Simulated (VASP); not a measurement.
Input of a VASP 6.6.1 run:

Contents of INCAR:

```
SYSTEM = Ta2N
  PREC = Accurate
  ENCUT = 520
  EDIFF = 1E-6
  ISMEAR = 0
  SIGMA = 0.15
  LREAL = .False.
  LASPH = .True.
  NELM = 100
  ALGO = Fast
  ISIF = 2
  LWAVE = .False.
  LCHARG = .False.
  GGA = PS
  NBANDS = 50
  KPAR = 4
```

File KPOINTS:

```
Automatic mesh
0
Gamma
  12 12 8
  0 0 0
```

The input POSCAR:

```
Ta2N
1.0
    5.2640975886      0.0000000000      0.0394807319
   -2.6320487943      4.5588422398     -0.0197403660
    0.0368445180      0.0000000000      4.9126024056
Ta N
6 3
Direct
    0.6668041045      0.6668041045      0.7527922812
    0.0000000000      0.3331958955      0.7527922812
    0.3331958955      0.0000000000      0.7527922812
    0.3331958955      0.3331958955      0.2472077188
    1.0000000000      0.6668041045      0.2472077188
    0.6668041045      0.0000000000      0.2472077188
    0.6666666667      0.3333333333      0.5000000000
    0.3333333333      0.6666666667      0.5000000000
    0.0000000000      0.0000000000      0.0000000000
```

Potentials or basis: VASP PAW PBE potentials, release 64 (Ta_pv, N).

Command:

```console
$ cat potpaw_PBE.64/Ta_pv/POTCAR potpaw_PBE.64/N/POTCAR > POTCAR
$ mpirun -np 4 vasp_std > vasp.out
```

Q: Predict the band gap on the k mesh.

A: Zero (an odd number of electrons rules out a gap without spin polarisation).

Q: Estimate the pressure.

A: 0.6 GPa.

Stress tensor (GPa, compression positive):
```
 0.28  0.00 -2.92
 0.00  0.99  0.00
-2.92  0.00  0.66
```

Caveat: the cell differs from its parent crystal (strain +0.0150 x Voigt [0, 0, 0, 0, 1, 0]); the PAW data sets were made with another functional, which shifts forces and pressure a little; spin-orbit coupling is left out, which moves the levels of the heavy elements.
